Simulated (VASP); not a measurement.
**HfN: vibrations by perturbation theory with PBE**

The system is HfN.

```
Hf N
1.0
     0.00000    2.26250    2.26250
     2.26250    0.00000    2.26250
     2.26250    2.26250    0.00000
Hf N
1 1
Direct
  0.00000 0.00000 0.00000
  0.50000 0.50000 0.50000
```

| Property | Result |
| --- | --- |
| Program | VASP 6.6.1 |
| Task | vibrations by perturbation theory |
| Functional | PBE |
| Potentials or basis | VASP PAW PBE potentials, release 64 (Hf_pv, N) |
| Cutoff | 520 eV |
| k mesh | 12 × 12 × 12 |
| Occupations | methfessel-paxton, width 0.2 eV |
| Spin | no spin polarisation |
| Dipole correction | no |
| Further INCAR settings | ALGO = Normal; EDIFF = 1e-08; NBANDS = 14; IBRION = 8; NSW = 1 |

```
Highest phonon frequency at Γ, LO-TO splitting left out : 499 cm⁻¹
```

Phonon frequencies in cm⁻¹ (negative: imaginary):
```
              q point        frequencies
(0.000, 0.000, 0.000)  0 0 0 499 499 499
```

Run time: 5.4 min on 1 thread of AMD EPYC 7R43 64-Core Processor (Zen 3) (shared host), peak memory 0.22 GiB.

Caveat: the cell wasn't relaxed at this level first, which shifts response properties.
